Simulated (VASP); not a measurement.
# Hf3TiN4 (P4/mmm) in VASP: notebook

The runs below take Hf3TiN4 through single point, with PBE.

All numbers are computed with VASP 6.6.1; they aren't measurements. Logs are shortened: lines on timing, memory, paths and dates and some standing lists are left out, and cuts for length are marked.

## 1. The cell of the first run

It takes space group P4/mmm (No. 123, tetragonal). Conventional cell: a = 3.176 Å, b = 3.176 Å, c = 8.978 Å, α = 90.00°, β = 90.00°, γ = 90.00°. Hf (site symmetry 4mm) has 6 N at 2.16 to 2.33 Å within 2.9 Å. Within 3.0 Å of Hf (site symmetry 4/mmm) lie 6 N at 2.25 to 2.28 Å. Ti (site symmetry 4/mmm) has 6 N at 2.21 to 2.25 Å within 2.9 Å. Within 2.9 Å of N (site symmetry 4mm) lie 1 Ti at 2.21 Å and 5 Hf at 2.25 to 2.28 Å. Within 3.0 Å of N (site symmetry 4/mmm) lie 6 Hf at 2.25 to 2.33 Å. N (site symmetry 4/mmm) has 2 Hf at 2.16 Å and 4 Ti at 2.25 Å within 2.9 Å.

## 2. Single point, PBE

Contents of INCAR:

```
SYSTEM = Hf3TiN4
PREC = Accurate
ENCUT = 520
EDIFF = 1E-7
ISMEAR = 0
SIGMA = 0.1
LREAL = .False.
LASPH = .True.
NELM = 100
ALGO = Fast
ISIF = 2
LWAVE = .False.
LCHARG = .False.
GGA = PE
NBANDS = 41
```

Contents of KPOINTS:

```
Automatic mesh
0
Gamma
  12 12 4
  0 0 0
```

Contents of POSCAR:

```
Hf3TiN4
1.0
    3.1761794113      0.0000000000      0.0000000000
    0.0000000000      3.1761794113      0.0000000000
    0.0000000000      0.0000000000      8.9784124060
Hf Ti N
3 1 4
Direct
    0.5000000000      0.5000000000      0.2401397753
    0.0000000000      0.0000000000      0.5000000000
    0.5000000000      0.5000000000      0.7598602247
    0.0000000000      0.0000000000      0.0000000000
    0.0000000000      0.0000000000      0.2461681232
    0.5000000000      0.5000000000      0.5000000000
    0.0000000000      0.0000000000      0.7538318768
    0.5000000000      0.5000000000      0.0000000000
```

Potentials or basis: VASP PAW PBE potentials, release 64 (Hf_pv, Ti_sv, N).

Command:

```console
$ cat potpaw_PBE.64/Hf_pv/POTCAR potpaw_PBE.64/Ti_sv/POTCAR potpaw_PBE.64/N/POTCAR > POTCAR
$ mpirun -np 1 vasp_std > vasp.out
```

OUTCAR:

```text
SYSTEM = Hf3TiN4
   PREC = Accurate
   ENCUT = 520
   EDIFF = 1E-7
   ISMEAR = 0
   LREAL = .False.
   LASPH = .True.
   NELM = 100
   ISIF = 2
   GGA = PE

 ion  position               nearest neighbor table
   1  0.500  0.500  0.240-   8 2.16   5 2.25   5 2.25   5 2.25   5 2.25   6 2.33   4 3.11   4 3.11
                             4 3.11   4 3.11   2 3.24   2 3.24   2 3.24   2 3.24
   2  0.000  0.000  0.500-   6 2.25   6 2.25   6 2.25   6 2.25   7 2.28   5 2.28   3 3.24   3 3.24
                             1 3.24   3 3.24   1 3.24   1 3.24   3 3.24   1 3.24
   3  0.500  0.500  0.760-   8 2.16   7 2.25   7 2.25   7 2.25   7 2.25   6 2.33   4 3.11   4 3.11
                             4 3.11   4 3.11   2 3.24   2 3.24   2 3.24   2 3.24
   4  0.000  0.000  0.000-   5 2.21   7 2.21   8 2.25   8 2.25   8 2.25   8 2.25   3 3.11   3 3.11
                             1 3.11   3 3.11   1 3.11   1 3.11   3 3.11   1 3.11
   5  0.000  0.000  0.246-   4 2.21   1 2.25   1 2.25   1 2.25   1 2.25   2 2.28
   6  0.500  0.500  0.500-   2 2.25   2 2.25   2 2.25   2 2.25   3 2.33   1 2.33
   7  0.000  0.000  0.754-   4 2.21   3 2.25   3 2.25   3 2.25   3 2.25   2 2.28
   8  0.500  0.500  0.000-   1 2.16   3 2.16   4 2.25   4 2.25   4 2.25   4 2.25

  LATTYP: Found a simple tetragonal cell.
 ALAT       =     3.1761794113
 C/A-ratio  =     2.8267963623

  Lattice vectors:

 A1 = (   3.1761794113,   0.0000000000,   0.0000000000)
 A2 = (   0.0000000000,   3.1761794113,   0.0000000000)
 A3 = (   0.0000000000,   0.0000000000,   8.9784124060)

Analysis of symmetry for initial positions (statically):
=====================================================================
 Subroutine PRICEL returns:
 Original cell was already a primitive cell.

 Routine SETGRP: Setting up the symmetry group for a
 simple tetragonal supercell.

 Subroutine GETGRP returns: Found 16 space group operations
 (whereof 16 operations were pure point group operations)
 out of a pool of 16 trial point group operations.

The static configuration has the point symmetry D_4h.

Analysis of symmetry for dynamics (positions and initial velocities):
=====================================================================
 Subroutine PRICEL returns:
 Original cell was already a primitive cell.

 Routine SETGRP: Setting up the symmetry group for a
 simple tetragonal supercell.

 Subroutine GETGRP returns: Found 16 space group operations
 (whereof 16 operations were pure point group operations)
 out of a pool of 16 trial point group operations.

The dynamic configuration has the point symmetry D_4h.

 Subroutine INISYM returns: Found 16 space group operations
 (whereof 16 operations are pure point group operations),
 and found     1 'primitive' translations

----------------------------------------------------------------------------------------

                                     Primitive cell

  volume of cell :      90.5753

  direct lattice vectors                    reciprocal lattice vectors
     3.176179411  0.000000000  0.000000000     0.314843676  0.000000000  0.000000000
     0.000000000  3.176179411  0.000000000     0.000000000  0.314843676  0.000000000
     0.000000000  0.000000000  8.978412406     0.000000000  0.000000000  0.111378265

  length of vectors
     3.176179411  3.176179411  8.978412406     0.314843676  0.314843676  0.111378265

  position of ions in fractional coordinates (direct lattice)
     0.500000000  0.500000000  0.240139775
     0.000000000  0.000000000  0.500000000
     0.500000000  0.500000000  0.759860225
     0.000000000  0.000000000  0.000000000
     0.000000000  0.000000000  0.246168123
     0.500000000  0.500000000  0.500000000
     0.000000000  0.000000000  0.753831877
     0.500000000  0.500000000  0.000000000

  ion indices of the primitive-cell ions
   primitive index   ion index
                 1           1
                 2           2
                 3           3
                 4           4
                 5           5
                 6           6
                 7           7
[... 48 lines left out ...]
   GGA     = PE    functional components
   LHFCALC =     F    Hartree Fock is set to
   AEXX    =    0.0000 exact exchange contribution
   IVDW    =     0    specifies the selected vdW correction
   LEPSILON=     F    determine dielectric tensor
   LRPA    =     F    only Hartree local field effects (RPA)
 non-spin polarized calculation
 RMM-DIIS sequential band-by-band and
 Gauss-broadening in eV      SIGMA  =   0.10
  energy-cutoff  :      520.00
  volume of cell :       90.58
 maximum number of plane-waves:      2472
 NGX is ok and might be reduce to    24
   NGX = 11   NGY = 11   NGZ = 33

 number of electron      61.9999982 magnetization

 Free energy of the ion-electron system (eV)
  ---------------------------------------------------
  ext. energy  EPLUGINS =         0.00000000
  ---------------------------------------------------
  free energy    TOTEN  =       -84.81443701 eV

  energy without entropy =      -84.79837837  energy(sigma->0) =      -84.80640769

 E-fermi :   8.7583     XC(G=0): -12.6446

 val. band max:        8.7525566544   @ k =   0.2500   0.0833   0.2500
 cond. band min:       8.7595762187   @ k =   0.2500   0.1667   0.5000
 fundamental gap:      0.0070195642
 Fermi energy:         8.7583222964

 k-point     1 :       0.0000    0.0000    0.0000
  band No.  band energies     occupation
      1     -49.1333      2.00000
      2     -25.3974      2.00000
      3     -25.3598      2.00000
      4     -25.3598      2.00000
      5     -23.0567      2.00000
      6     -22.7483      2.00000
[... 33 lines left out ...]
     40      11.0691      0.00000
     41      12.2537      0.00000

 k-point     2 :       0.0833    0.0000    0.0000
  band No.  band energies     occupation
      1     -49.1323      2.00000
      2     -25.3962      2.00000
      3     -25.3739      2.00000
      4     -25.3581      2.00000
      5     -23.0519      2.00000
      6     -22.7740      2.00000
[... 957 lines left out ...]
     40      12.6281      0.00000
     41      13.1405      0.00000

 k-point    24 :       0.4167    0.3333    0.0000
  band No.  band energies     occupation
      1     -49.1073      2.00000
      2     -25.5148      2.00000
      3     -25.4725      2.00000
      4     -25.3585      2.00000
      5     -23.0661      2.00000
      6     -22.9916      2.00000
[... 33 lines left out ...]
     40      13.1174      0.00000
     41      13.7880      0.00000

 [... further k-points ...]

------------------------ aborting loop because EDIFF is reached ----------------------------------------

  FORCE on cell =-STRESS in cart. coord.  units (eV):
  Direction    XX          YY          ZZ          XY          YZ          ZX
  --------------------------------------------------------------------------------------
  -------------------------------------------------------------------------------------
  Total       -1.0317722     -1.0317722     -0.9732742      0.0000000      0.0000000      0.0000000
  in kB      -18.2509216    -18.2509216    -17.2161565      0.0000000      0.0000000      0.0000000
  external PRESSURE =     -17.9059999 kB  Pullay stress =       0.0000000 kB

 VOLUME and BASIS-vectors are now :
 -----------------------------------------------------------------------------
  energy-cutoff  :      520.00
  volume of cell :       90.58
      direct lattice vectors                 reciprocal lattice vectors
     3.176179411  0.000000000  0.000000000     0.314843676  0.000000000  0.000000000
     0.000000000  3.176179411  0.000000000     0.000000000  0.314843676  0.000000000
     0.000000000  0.000000000  8.978412406     0.000000000  0.000000000  0.111378265

 POSITION                                       TOTAL-FORCE (eV/Angst)
 -----------------------------------------------------------------------------------
      1.58809      1.58809      2.15607        -0.000000     -0.000000      0.005440
      0.00000      0.00000      4.48921        -0.000000      0.000000      0.000000
      1.58809      1.58809      6.82234         0.000000     -0.000000     -0.005440
      0.00000      0.00000      0.00000        -0.000000      0.000000      0.000000
      0.00000      0.00000      2.21020        -0.000000      0.000000      0.056729
      1.58809      1.58809      4.48921        -0.000000      0.000000      0.000000
      0.00000      0.00000      6.76821        -0.000000      0.000000     -0.056729
      1.58809      1.58809      0.00000        -0.000000      0.000000      0.000000
 -----------------------------------------------------------------------------------
    total drift:                                0.000000     -0.000000     -0.000000

  FREE ENERGIE OF THE ION-ELECTRON SYSTEM (eV)
  ---------------------------------------------------
  free  energy   TOTEN  =       -84.8144370100 eV

  energy  without entropy=      -84.7983783741  energy(sigma->0) =      -84.80640769
```

Run time: 12 min. Hardware: 1 thread of Oxide Virtual Turin-like, shared host; peak memory 0.36 GiB.

Results:

```yaml
Free_energy: -84.8144 eV
Pressure: -1.8 GPa
Largest_force: 0.057 eV/Å
Band_gap_on_the_k_mesh: zero (bands 31 and 32 overlap by 3.17 eV)
```

Forces in eV/Å, atoms in the order of the input:
```
Hf   0.000  0.000  0.005
Hf   0.000  0.000  0.000
Hf   0.000  0.000 -0.005
Ti   0.000  0.000  0.000
N    0.000  0.000  0.057
N    0.000  0.000  0.000
N    0.000  0.000 -0.057
N    0.000  0.000  0.000
```

Caveat: spin-orbit coupling is left out, which moves the levels of the heavy elements.

## 3. Single point, PBE, collinear spin

Contents of INCAR:

```
ALGO = Normal ; EDIFF = 1E-7
ENCUT = 520 ; GGA = PE
ISIF = 2 ; ISMEAR = 0
ISPIN = 2 ; LASPH = True
LCHARG = False ; LMAXMIX = 4
LORBIT = 11 ; LREAL = False
LWAVE = False ; MAGMOM = 0 0 0 1 0 0 0 0
NBANDS = 45 ; NELM = 150
PREC = Accurate ; SIGMA = 0.1
```

Contents of KPOINTS:

```
k-points
0
Gamma
  6 6 2
```

Contents of POSCAR:

```
Hf3TiN4
1.0
    3.1759716593      0.0000000000      0.0000000000
    0.0000000000      3.1759716593      0.0000000000
    0.0000000000      0.0000000000      8.9913276577
Hf Ti N
3 1 4
Direct
    0.5000000000      0.5000000000      0.2393871504
    0.0000000000      0.0000000000      0.5000000000
    0.5000000000      0.5000000000      0.7606128496
    0.0000000000      0.0000000000      0.0000000000
    0.0000000000      0.0000000000      0.2464712193
    0.5000000000      0.5000000000      0.5000000000
    0.0000000000      0.0000000000      0.7535287807
    0.5000000000      0.5000000000      0.0000000000
```

Potentials or basis: VASP PAW PBE potentials, release 64 (Hf_pv, Ti_sv, N).

Command:

```console
$ cat potpaw_PBE.64/Hf_pv/POTCAR potpaw_PBE.64/Ti_sv/POTCAR potpaw_PBE.64/N/POTCAR > POTCAR
$ mpirun -np 1 vasp_std > vasp.out
```

It took 3.8 min on 1 thread of Oxide Virtual Turin-like, shared host; peak memory 0.27 GiB.

The run converged. Its results:

```yaml
Free_energy: -84.8491 eV
Pressure: -2.1 GPa
Largest_force: 0.070 eV/Å
Band_gap_on_the_k_mesh: zero (filled and empty bands overlap)
Net_moment: 0.00 μB per cell
Valence_electrons_inside_the_program's_atomic_spheres: Hf 8.64, 8.60 (each value once); Ti 10.24; N 3.74, 3.72 (each value once)
```

Forces in eV/Å, atoms in the order of the input:
```
Hf   0.000  0.000  0.000
Hf   0.000  0.000  0.000
Hf   0.000  0.000  0.000
Ti   0.000  0.000  0.000
N    0.000  0.000  0.070
N    0.000  0.000  0.000
N    0.000  0.000 -0.070
N    0.000  0.000  0.000
```

Stress tensor (GPa, compression positive):
```
-2.11  0.00  0.00
 0.00 -2.11  0.00
 0.00  0.00 -2.01
```

Levels at points of the mesh, in eV from the Fermi level:
Spin up:
```
           k point  band 27  band 28  band 29  band 30  band 31  band 32  band 33  band 34  band 35  band 36
(0.00, 0.00, 0.00)    -3.44    -2.71    -2.71    -2.70    -2.24    -2.08    -0.37    -0.37    -0.34     0.68
(0.50, 0.00, 0.00)    -5.33    -5.04    -4.76     0.89     1.11     1.35     2.20     2.56     2.66     2.90
(0.50, 0.50, 0.00)    -3.46    -3.46    -3.29    -3.29    -3.27     0.81     0.81     1.62     1.62     1.84
(0.00, 0.00, 0.50)    -3.25    -3.21    -3.12    -3.12    -2.98    -1.12    -0.82     0.27     0.27     0.68
(0.50, 0.00, 0.50)    -5.22    -5.08    -5.06     0.90     0.99     1.33     2.31     2.36     2.40     2.98
(0.50, 0.50, 0.50)    -4.59    -4.36    -4.36    -1.63    -1.63    -1.05    -1.05     1.84     2.07     2.46
```
Spin down:
```
           k point  band 29  band 30  band 31  band 32  band 33  band 34
(0.00, 0.00, 0.00)    -2.71    -2.70    -2.24    -2.08    -0.37    -0.37
(0.50, 0.00, 0.00)    -4.76     0.89     1.11     1.35     2.20     2.56
(0.50, 0.50, 0.00)    -3.29    -3.29    -3.27     0.81     0.81     1.62
(0.00, 0.00, 0.50)    -3.12    -3.12    -2.98    -1.12    -0.82     0.27
(0.50, 0.00, 0.50)    -5.06     0.90     0.99     1.33     2.31     2.36
(0.50, 0.50, 0.50)    -4.36    -1.63    -1.63    -1.05    -1.05     1.84
```

Caveat: spin-orbit coupling is left out, which moves the levels of the heavy elements.

## 4. Single point, PBE, collinear spin

This run uses another cell than the first one, of 14.29 Å³/atom.

Contents of INCAR:

```
ALGO     = Normal         # electronic algorithm
EDIFF    = 1E-7           # SCF threshold, eV
ENCUT    = 520            # plane-wave cutoff, eV
GGA      = PE             # functional
ISIF     = 2              # what is computed and relaxed
ISMEAR   = 0              # smearing method
ISPIN    = 2              # spin polarisation
LASPH    = T              # aspherical terms in the spheres
LCHARG   = T              # write CHGCAR
LELF     = T              # ELF
LMAXMIX  = 4              # l up to which the mixer works
LORBIT   = 11             # projections on sites
LREAL    = F              # projectors in reciprocal space
LVHAR    = T            
LWAVE    = F              # write WAVECAR
MAGMOM   = 0 0 0 1 0 0 0 0 # initial moments
NBANDS   = 45             # bands
NELM     = 150            # most SCF steps
PREC     = Accurate       # precision mode
SIGMA    = 0.1            # smearing width, eV
```

KPOINTS is that of step 3.

Contents of POSCAR:

```
Hf3TiN4
1.0
    3.4318316300      0.0000000000      0.0000000000
    0.0000000000      3.4318316300      0.0000000000
    0.0000000000      0.0000000000      9.7066856600
Hf Ti N
3 1 4
Direct
    0.5000000000      0.5000000000      0.2500000000
    0.0000000000      0.0000000000      0.5000000000
    0.5000000000      0.5000000000      0.7500000000
    0.0000000000      0.0000000000      0.0000000000
    0.0000000000      0.0000000000      0.2500000000
    0.5000000000      0.5000000000      0.5000000000
    0.0000000000      0.0000000000      0.7500000000
    0.5000000000      0.5000000000      0.0000000000
```

Command:

```console
$ cat potpaw_PBE.64/Hf_pv/POTCAR potpaw_PBE.64/Ti_sv/POTCAR potpaw_PBE.64/N/POTCAR > POTCAR
$ mpirun -np 1 vasp_std > vasp.out
```

It took 6.5 min on 1 thread of Oxide Virtual Turin-like, shared host; peak memory 0.33 GiB.

The run converged. Its results:

```
Free energy                                           : -81.1473 eV
Pressure                                              : -38.2 GPa
Largest force                                         : 0.804 eV/Å
Band gap on the k mesh                                : zero (filled and empty bands overlap)
Net moment                                            : 0.00 μB per cell
Valence electrons inside the program's atomic spheres : Hf 8.03, 8.07 (each value once); Ti 9.96; N 3.59, 3.60, 3.55 (each value once)
```

Forces on the atoms (eV/Å):
```
Hf   0.000  0.000 -0.804
Hf   0.000  0.000  0.000
Hf   0.000  0.000  0.804
Ti   0.000  0.000  0.000
N    0.000  0.000  0.209
N    0.000  0.000  0.000
N    0.000  0.000 -0.209
N    0.000  0.000  0.000
```

Stress tensor (GPa, compression positive):
```
-38.17   0.00   0.00
  0.00 -38.17   0.00
  0.00   0.00 -38.25
```

Levels at points of the mesh, in eV from the Fermi level:
Spin up:
```csv
k point,band 27,band 28,band 29,band 30,band 31,band 32,band 33,band 34,band 35,band 36
"(0.00, 0.00, 0.00)",-2.65,-2.29,-2.20,-2.20,-1.66,-1.39,-0.25,-0.25,-0.24,0.41
"(0.50, 0.00, 0.00)",-4.38,-4.02,-3.76,0.57,0.82,0.92,1.65,1.66,1.90,2.02
"(0.50, 0.50, 0.00)",-3.12,-3.12,-2.93,-2.48,-2.48,0.50,0.50,1.19,1.19,1.25
"(0.00, 0.00, 0.50)",-2.84,-2.56,-2.42,-2.42,-2.06,-0.68,-0.65,0.26,0.26,0.53
"(0.50, 0.00, 0.50)",-4.18,-4.10,-3.77,0.63,0.69,0.90,1.49,1.63,1.90,2.22
"(0.50, 0.50, 0.50)",-3.99,-3.87,-3.69,-1.06,-1.06,-1.05,-1.05,1.25,1.30,1.64
```
Spin down:
| k point | band 28 | band 29 | band 30 | band 31 | band 32 | band 33 | band 34 | band 35 |
| --- | --- | --- | --- | --- | --- | --- | --- | --- |
| (0.00, 0.00, 0.00) | -2.29 | -2.20 | -2.20 | -1.66 | -1.39 | -0.25 | -0.25 | -0.24 |
| (0.50, 0.00, 0.00) | -4.02 | -3.76 | 0.57 | 0.82 | 0.92 | 1.65 | 1.66 | 1.90 |
| (0.50, 0.50, 0.00) | -3.12 | -2.93 | -2.48 | -2.48 | 0.50 | 0.50 | 1.19 | 1.19 |
| (0.00, 0.00, 0.50) | -2.56 | -2.42 | -2.42 | -2.06 | -0.68 | -0.65 | 0.26 | 0.26 |
| (0.50, 0.00, 0.50) | -4.10 | -3.77 | 0.63 | 0.69 | 0.90 | 1.49 | 1.63 | 1.90 |
| (0.50, 0.50, 0.50) | -3.87 | -3.69 | -1.06 | -1.06 | -1.05 | -1.05 | 1.25 | 1.30 |

Caveat: the cell stands under tension; spin-orbit coupling is left out, which moves the levels of the heavy elements.

## 5. Summary

| spin | cell | k mesh | gap on the mesh (eV) | pressure (GPa) | moment (μB) | largest force (eV/Å) |
| --- | --- | --- | --- | --- | --- | --- |
| off | a = 3.176, b = 3.176, c = 8.978 Å, 8 atoms, atomic positions A | 12 × 12 × 4 | none | -1.8 | - | 0.06 |
| collinear | a = 3.176, b = 3.176, c = 8.991 Å, 8 atoms, atomic positions B | 6 × 6 × 2 | none | -2.1 | 0.00 | 0.07 |
| collinear | a = 3.432, b = 3.432, c = 9.707 Å, 8 atoms, atomic positions C | 6 × 6 × 2 | none | -38.2 | 0.00 | 0.80 |

Alike in all rows: task single point; level PBE; potentials or basis VASP PAW PBE potentials, release 64 (Hf_pv, Ti_sv, N); cutoff (eV) 520; smearing gaussian 0.1 eV.

Caveats: spin-orbit coupling is left out, which moves the levels of the heavy elements; the cell stands under tension (at least some runs).

Total energies depend on the potentials used, so only differences within one code and one set of settings carry meaning.

The gap in the log of VASP goes by the Fermi energy; the results here count the filled bands.